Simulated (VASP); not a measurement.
# Si2GeO6 (C2) in VASP: a series of runs

Runs on Si2GeO6. Level: PBE. Tasks: single point.

Everything below comes from runs of VASP 6.6.1. Logs are shortened: lines on timing, memory, paths and dates and some standing lists are left out, and cuts for length are marked.

### Step 1. The cell of the first run

Symmetry: C2, No. 5, monoclinic system. Conventional cell: a = 8.806 Å, b = 5.000 Å, c = 5.573 Å, α = 90.00°, β = 90.65°, γ = 90.00°. Si (site symmetry 1) has 4 O at 1.63 to 1.64 Å within 2.2 Å. Ge (site symmetry 2) has 4 O at 1.75 to 1.76 Å within 2.3 Å. Within 2.2 Å of O (site symmetry 1) lie 1 Si at 1.63 Å and 1 Ge at 1.76 Å. O (site symmetry 1) has 2 Si at 1.63 Å within 2.2 Å. Within 2.2 Å of O (site symmetry 1) lie 1 Si at 1.64 Å and 1 Ge at 1.75 Å.

### Step 2. Single point, PBE

The input, INCAR:

```
SYSTEM = Si2GeO6
PREC = Accurate
ENCUT = 600
EDIFF = 1E-6
ISMEAR = 1
SIGMA = 0.02
LREAL = .FALSE.
LASPH = .TRUE.
NELM = 120
ALGO = Normal
ISIF = 2
LWAVE = .FALSE.
LCHARG = .TRUE.
GGA = PE
LELF = .TRUE.
LVHAR = .TRUE.
NBANDS = 39
GGA_COMPAT = .FALSE.
```

The input, KPOINTS:

```
regular mesh
0
G
  6 6 4
  0 0 0
```

The input, POSCAR:

```
Si2GeO6
1.0
    4.4030259070     -2.4997605571     -0.0006907192
    4.4030259070      2.4997605571     -0.0006907192
   -0.0624892718      0.0000000000      5.5725330274
Si Ge O
2 1 6
Direct
    0.0016846014      0.5333410785      0.3370249500
    0.4666589215      0.9983153986      0.6629750500
    0.5297278606      0.4702721394      0.0000000000
    0.3951657652      0.7411449566      0.7674415891
    0.1490027288      0.2773964515      0.5499947386
    0.2588550434      0.6048342348      0.2325584109
    0.5959711241      0.1187486675      0.8826379124
    0.7226035485      0.8509972712      0.4500052614
    0.8812513325      0.4040288759      0.1173620876
```

Potentials or basis: VASP PAW PBE potentials, release 64 (Si, Ge_d, O).

On the command line:

```console
$ cat potpaw_PBE.64/Si/POTCAR potpaw_PBE.64/Ge_d/POTCAR potpaw_PBE.64/O/POTCAR > POTCAR
$ mpirun -np 1 vasp_std > vasp.out
```

OUTCAR:

```text
SYSTEM = Si2GeO6
   PREC = Accurate
   ENCUT = 600
   EDIFF = 1E-6
   ISMEAR = 1
   LREAL = .FALSE.
   LASPH = .TRUE.
   NELM = 120
   ISIF = 2
   GGA = PE

 ion  position               nearest neighbor table
   1  0.002  0.533  0.337-   8 1.63   5 1.63   6 1.63   9 1.64   2 3.11   2 3.11
   2  0.467  0.998  0.663-   5 1.63   8 1.63   4 1.63   7 1.64   1 3.11   1 3.11
   3  0.530  0.470  0.000-   7 1.75   9 1.75   4 1.76   6 1.76
   4  0.395  0.741  0.767-   2 1.63   3 1.76
   5  0.149  0.277  0.550-   2 1.63   1 1.63
   6  0.259  0.605  0.233-   1 1.63   3 1.76
   7  0.596  0.119  0.883-   2 1.64   3 1.75
   8  0.723  0.851  0.450-   1 1.63   2 1.63
   9  0.881  0.404  0.117-   1 1.64   3 1.75

  LATTYP: Found a base centered monoclinic cell.
 ALAT       =     8.8060519224
 B/A-ratio  =     0.5677369562
 C/A-ratio  =     0.6328469826
 COS(beta)  =    -0.0113699589

  Lattice vectors:

 A1 = (   4.4030259070,  -2.4997605571,  -0.0006907192)
 A2 = (   4.4030259070,   2.4997605571,  -0.0006907192)
 A3 = (  -0.0624892718,   0.0000000000,   5.5725330274)

Analysis of symmetry for initial positions (statically):
=====================================================================
 Subroutine PRICEL returns:
 Original cell was already a primitive cell.

 Routine SETGRP: Setting up the symmetry group for a
 base centered monoclinic supercell.

 Subroutine GETGRP returns: Found  2 space group operations
 (whereof  2 operations were pure point group operations)
 out of a pool of  4 trial point group operations.

The static configuration has the point symmetry C_2 .

Analysis of symmetry for dynamics (positions and initial velocities):
=====================================================================
 Subroutine PRICEL returns:
 Original cell was already a primitive cell.

 Routine SETGRP: Setting up the symmetry group for a
 base centered monoclinic supercell.

 Subroutine GETGRP returns: Found  2 space group operations
 (whereof  2 operations were pure point group operations)
 out of a pool of  4 trial point group operations.

The dynamic configuration has the point symmetry C_2 .

 Subroutine INISYM returns: Found  2 space group operations
 (whereof  2 operations are pure point group operations),
 and found     1 'primitive' translations

----------------------------------------------------------------------------------------

                                     Primitive cell

  volume of cell :     122.6681

  direct lattice vectors                    reciprocal lattice vectors
     4.403025907 -2.499760557 -0.000690719     0.113558469 -0.200019157  0.001273422
     4.403025907  2.499760557 -0.000690719     0.113558469  0.200019157  0.001273422
    -0.062489272  0.000000000  5.572533027     0.000028151  0.000000000  0.179451921

  length of vectors
     5.063145313  5.063145313  5.572883387     0.230010458  0.230010458  0.179451924

  position of ions in fractional coordinates (direct lattice)
     0.001684601  0.533341079  0.337024950
     0.466658921  0.998315399  0.662975050
     0.529727861  0.470272139  0.000000000
     0.395165765  0.741144957  0.767441589
     0.149002729  0.277396452  0.549994739
     0.258855043  0.604834235  0.232558411
     0.595971124  0.118748668  0.882637912
     0.722603548  0.850997271  0.450005261
     0.881251332  0.404028876  0.117362088

  ion indices of the primitive-cell ions
   primitive index   ion index
                 1           1
                 2           2
                 3           3
                 4           4
                 5           5
                 6           6
                 7           7
                 8           8
                 9           9

----------------------------------------------------------------------------------------

 KPOINTS: regular mesh

Automatic generation of k-mesh.
 Grid dimensions read from file:
 generate k-points for:    6    6    4

 Generating k-lattice:

  Cartesian coordinates                     Fractional coordinates (reciprocal lattice)
     0.018926411 -0.033336526  0.000212237     0.166666667 -0.000000000  0.000000000
     0.018926411  0.033336526  0.000212237    -0.000000000  0.166666667  0.000000000
     0.000007038  0.000000000  0.044862980     0.000000000  0.000000000  0.250000000

  Length of vectors
     0.038335076  0.038335076  0.044862981

  Shift w.r.t. Gamma in fractional coordinates (k-lattice)
     0.000000000  0.000000000  0.000000000

 Subroutine IBZKPT returns following result:
 ===========================================

 Found     47 irreducible k-points:

 Following reciprocal coordinates:
            Coordinates               Weight
  0.000000  0.000000  0.000000      1.000000
  0.166667 -0.000000  0.000000      4.000000
  0.333333 -0.000000  0.000000      4.000000
  0.500000 -0.000000  0.000000      2.000000
  0.166667  0.166667  0.000000      2.000000
  0.333333  0.166667  0.000000      4.000000
[... 16 lines left out ...]
 -0.333333  0.166667  0.250000      4.000000
 -0.166667  0.166667  0.250000      4.000000
 [... further k-points ...]
   k-points           NKPTS =     47   k-points in BZ     NKDIM =     47   number of bands    NBANDS=     39
   number of dos      NEDOS =    301   number of ions     NIONS =      9
   total plane-waves  NPLWV =  76800
   dimension x,y,z NGX =    40 NGY =   40 NGZ =   48
   dimension x,y,z NGXF=    80 NGYF=   80 NGZF=   96
   ions per type =               2   1   6
   NGX,Y,Z   is equivalent  to a cutoff of  13.13, 13.13, 14.32 a.u.
   NGXF,Y,Z  is equivalent  to a cutoff of  26.27, 26.27, 28.64 a.u.
 SYSTEM =  Si2GeO6
   PREC   = accura    normal or accurate (medium, high low for compatibility)
   ISTART =      0    job   : 0-new  1-cont  2-samecut
   ICHARG =      2    charge: 1-file 2-atom 10-const
   ISPIN  =      1    spin polarized calculation?
   LNONCOLLINEAR =      F non collinear calculations
   LSORBIT =      F    spin-orbit coupling
   LASPH  =      T    aspherical Exc in radial PAW
   ENCUT  =  600.0 eV  44.10 Ry    6.64 a.u.  10.11 10.11 11.13*2*pi/ulx,y,z
   NELM   =    120;   NELMIN=  2; NELMDL= -5     # of ELM steps
   EDIFF  = 0.1E-05   stopping-criterion for ELM
   LREAL  =      F    real-space projection
   EDIFFG = 0.1E-04   stopping-criterion for IOM
   NSW    =      0    number of steps for IOM
   IBRION =     -1    ionic relax: 0-MD 1-quasi-New 2-CG
   NFREE  =      0    steps in history (QN), initial steepest desc. (CG)
   ISIF   =      2    stress and relaxation
   ISYM   =      2    0-nonsym 1-usesym 2-fastsym
   POTIM  = 0.5000    time-step for ionic-motion
   TEBEG  =    0.0;   TEEND  =   0.0 temperature during run
   PSTRESS=    0.0 pullay stress
   NELECT =      58.0000    total number of electrons
   NUPDOWN=      -1.0000    fix difference up-down
   EMIN   =  10.00;   EMAX   =-10.00  energy-range for DOS
   EFERMI =   0.00;   METHOD = LEGACY
   ISMEAR =     1;   SIGMA  =   0.02  broadening in eV -4-tet -1-fermi 0-gaus
   EFERMI_NEDOS =   21; number of points for ismear=-14 and -15
   IALGO  =     38    algorithm
   IMIX   =      4    mixing-type and parameters
     AMIX     =   0.40;   BMIX     =  1.00
     AMIX_MAG =   1.60;   BMIX_MAG =  1.00
  volume/ion in A,a.u.               =      13.63        91.98
  Fermi-wavevector in a.u.,A,eV,Ry     =   1.275382  2.410123 22.131230  1.626599
  Thomas-Fermi vector in A             =   2.408097
   LORBIT       =      0    0 simple, 1 ext, 2 COOP (PROOUT), +10 PAW based schemes
   GGA     = PE    functional components
   LHFCALC =     F    Hartree Fock is set to
   AEXX    =    0.0000 exact exchange contribution
   IVDW    =     0    specifies the selected vdW correction
   LEPSILON=     F    determine dielectric tensor
   LRPA    =     F    only Hartree local field effects (RPA)
 non-spin polarized calculation
 Methfessel and Paxton  Order N= 1 SIGMA  =   0.02
  energy-cutoff  :      600.00
  volume of cell :      122.67
 maximum number of plane-waves:      4128
   NGX = 21   NGY = 21   NGZ = 23

 number of electron      58.0000000 magnetization

 Free energy of the ion-electron system (eV)
  ---------------------------------------------------
  ext. energy  EPLUGINS =         0.00000000
  ---------------------------------------------------
  free energy    TOTEN  =       -66.59242158 eV

  energy without entropy =      -66.59244810  energy(sigma->0) =      -66.59243042

 E-fermi :   0.5493     XC(G=0):  -9.1027

 val. band max:        0.5333340300   @ k =  -0.3333   0.3333   0.0000
 cond. band min:       5.0824226199   @ k =   0.0000   0.0000   0.0000
 fundamental gap:      4.5490885899
 Fermi energy:         0.5492867706

 k-point     1 :       0.0000    0.0000    0.0000
  band No.  band energies     occupation
      1     -22.7839      2.00000
      2     -22.7663      2.00000
      3     -22.7596      2.00000
      4     -22.5127      2.00000
      5     -22.5037      2.00000
      6     -18.5238      2.00000
[... 31 lines left out ...]
     38      12.0258      0.00000
     39      12.6135      0.00000

 k-point     2 :       0.1667   -0.0000    0.0000
  band No.  band energies     occupation
      1     -22.7842      2.00000
      2     -22.7662      2.00000
      3     -22.7601      2.00000
      4     -22.5126      2.00000
      5     -22.5037      2.00000
      6     -18.4398      2.00000
[... 913 lines left out ...]
     38      11.8196      0.00000
     39      12.0676      0.00000

 k-point    24 :      -0.1667    0.1667    0.2500
  band No.  band energies     occupation
      1     -22.7849      2.00000
      2     -22.7658      2.00000
      3     -22.7611      2.00000
      4     -22.5124      2.00000
      5     -22.5037      2.00000
      6     -18.1763      2.00000
[... 31 lines left out ...]
     38      12.0356      0.00000
     39      12.2131      0.00000

 [... further k-points ...]

------------------------ aborting loop because EDIFF is reached ----------------------------------------

  FORCE on cell =-STRESS in cart. coord.  units (eV):
  Direction    XX          YY          ZZ          XY          YZ          ZX
  --------------------------------------------------------------------------------------
  -------------------------------------------------------------------------------------
  Total       -0.2136454     -0.2575959     -0.2219556      0.0000000      0.0000000      0.0009371
  in kB       -2.7904391     -3.3644799     -2.8989790      0.0000000      0.0000000      0.0122397
  external PRESSURE =      -3.0179660 kB  Pullay stress =       0.0000000 kB

 VOLUME and BASIS-vectors are now :
 -----------------------------------------------------------------------------
  energy-cutoff  :      600.00
  volume of cell :      122.67
      direct lattice vectors                 reciprocal lattice vectors
     4.403025907 -2.499760557 -0.000690719     0.113558469 -0.200019157  0.001273422
     4.403025907  2.499760557 -0.000690719     0.113558469  0.200019157  0.001273422
    -0.062489272  0.000000000  5.572533027     0.000028151  0.000000000  0.179451921

 POSITION                                       TOTAL-FORCE (eV/Angst)
 -----------------------------------------------------------------------------------
      2.33467      1.32901      1.87771         0.009202      0.005734      0.010893
      6.40889      1.32901      3.69344        -0.009202      0.005734     -0.010893
      4.40303     -0.14863     -0.00069        -0.000000     -0.013665     -0.000000
      4.95525      0.86487      4.27581        -0.029469     -0.043758      0.053192
      1.84308      0.32095      3.06457         0.005009      0.001470     -0.005597
      3.78831      0.86487      1.29534         0.029469     -0.043758     -0.053192
      3.09177     -1.19294      4.91804         0.050875      0.043385      0.029791
      6.90048      0.32095      2.50658        -0.005009      0.001470      0.005597
      5.65179     -1.19294      0.65312        -0.050875      0.043385     -0.029791
 -----------------------------------------------------------------------------------
    total drift:                                0.000000     -0.000569     -0.000000

  FREE ENERGIE OF THE ION-ELECTRON SYSTEM (eV)
  ---------------------------------------------------
  free  energy   TOTEN  =       -66.5924215798 eV

  energy  without entropy=      -66.5924480998  energy(sigma->0) =      -66.59243042
```

Wall time 6.9 min (1 thread of Oxide Virtual Turin-like, shared host); peak memory 0.37 GiB.

What came out:

```
Free energy            : -66.5924 eV
Pressure               : -0.3 GPa
Largest force          : 0.075 eV/Å
Band gap on the k mesh : 4.55 eV (least direct gap 4.73 eV)
```

Forces on the atoms (eV/Å):
```
Si   0.009  0.006  0.011
Si  -0.009  0.006 -0.011
Ge   0.000 -0.014  0.000
O   -0.029 -0.044  0.053
O    0.005  0.001 -0.006
O    0.029 -0.044 -0.053
O    0.051  0.043  0.030
O   -0.005  0.001  0.006
O   -0.051  0.043 -0.030
```

Levels at points of the mesh, in eV from the valence-band top:
```
           k point  band 27  band 28  band 29  band 30  band 31  band 32
(0.00, 0.00, 0.00)    -0.60    -0.26    -0.18     4.55     8.25     8.82
(0.50, 0.00, 0.00)    -0.64    -0.22    -0.07     5.91     8.23     8.71
(0.50, 0.50, 0.00)    -0.43    -0.21    -0.06     6.29     7.53     8.75
(0.00, 0.00, 0.50)    -0.35    -0.28    -0.08     5.75     7.34     8.73
(0.50, 0.00, 0.50)    -0.67    -0.54    -0.16     6.03     8.51     9.02
(0.50, 0.50, 0.50)    -0.58    -0.35    -0.06     6.11     8.40     8.58
```

### Step 3. Single point, PBE

The input, INCAR:

```
PREC     = Accurate       # precision mode
ENCUT    = 600            # plane-wave cutoff, eV
EDIFF    = 1E-6           # SCF threshold, eV
ISMEAR   = 0              # smearing method
SIGMA    = 0.01           # smearing width, eV
LREAL    = F              # projectors in reciprocal space
LASPH    = T              # aspherical terms in the spheres
NELM     = 120            # most SCF steps
ALGO     = Normal         # electronic algorithm
ISIF     = 2              # what is computed and relaxed
LWAVE    = F              # write WAVECAR
LCHARG   = F              # write CHGCAR
GGA      = PE             # functional
NBANDS   = 39             # bands
GGA_COMPAT= F
```

The input, KPOINTS:

```
regular mesh
0
Gamma
  6 6 4
```

The input, POSCAR:

```
Si2GeO6
1.0
    4.4028204033     -2.4995174034     -0.0007319537
    4.4028204033      2.4995174034     -0.0007319537
   -0.0625385464      0.0000000000      5.5725061877
Si Ge O
2 1 6
Direct
    0.0017434153      0.5332973510      0.3370243121
    0.4667026490      0.9982565847      0.6629756879
    0.5297128171      0.4702871829      0.0000000000
    0.3950851475      0.7411550557      0.7674150014
    0.1489461360      0.2773190884      0.5499845781
    0.2588449443      0.6049148525      0.2325849986
    0.5959302122      0.1187253069      0.8826820711
    0.7226809116      0.8510538640      0.4500154219
    0.8812746931      0.4040697878      0.1173179289
```

Potentials or basis: VASP PAW PBE potentials, release 64 (Si, Ge_d, O).

On the command line:

```console
$ cat potpaw_PBE.64/Si/POTCAR potpaw_PBE.64/Ge_d/POTCAR potpaw_PBE.64/O/POTCAR > POTCAR
$ mpirun -np 1 vasp_std > vasp.out
```

It took 5.8 min on 1 thread of Oxide Virtual Turin-like, shared host; peak memory 0.37 GiB.

Results (log left out):

```
Free energy            : -66.5924 eV
Pressure               : -0.3 GPa
Largest force          : 0.078 eV/Å
Band gap on the k mesh : 4.55 eV (least direct gap 4.73 eV)
```

Forces on the atoms (eV/Å):
```
Si   0.009  0.011  0.012
Si  -0.009  0.011 -0.012
Ge   0.000 -0.015  0.000
O   -0.030 -0.047  0.054
O    0.008  0.000 -0.006
O    0.030 -0.047 -0.054
O    0.052  0.044  0.030
O   -0.008  0.000  0.006
O   -0.052  0.044 -0.030
```

Levels at points of the mesh, in eV from the valence-band top:
| k point | band 25 | band 26 | band 27 | band 28 | band 29 | band 30 | band 31 | band 32 | band 33 | band 34 |
| --- | --- | --- | --- | --- | --- | --- | --- | --- | --- | --- |
| (0.00, 0.00, 0.00) | -1.01 | -1.01 | -0.60 | -0.26 | -0.18 | 4.55 | 8.25 | 8.82 | 9.08 | 9.24 |
| (0.50, 0.00, 0.00) | -0.95 | -0.73 | -0.64 | -0.22 | -0.07 | 5.91 | 8.23 | 8.71 | 9.18 | 9.78 |
| (0.50, 0.50, 0.00) | -0.86 | -0.82 | -0.43 | -0.21 | -0.06 | 6.29 | 7.53 | 8.75 | 8.83 | 9.89 |
| (0.00, 0.00, 0.50) | -1.13 | -1.01 | -0.35 | -0.28 | -0.08 | 5.75 | 7.34 | 8.73 | 9.08 | 9.31 |
| (0.50, 0.00, 0.50) | -0.92 | -0.82 | -0.67 | -0.54 | -0.16 | 6.03 | 8.51 | 9.02 | 9.49 | 9.60 |
| (0.50, 0.50, 0.50) | -1.04 | -0.89 | -0.58 | -0.35 | -0.06 | 6.11 | 8.40 | 8.58 | 9.25 | 9.32 |

A k mesh can miss the band edges.
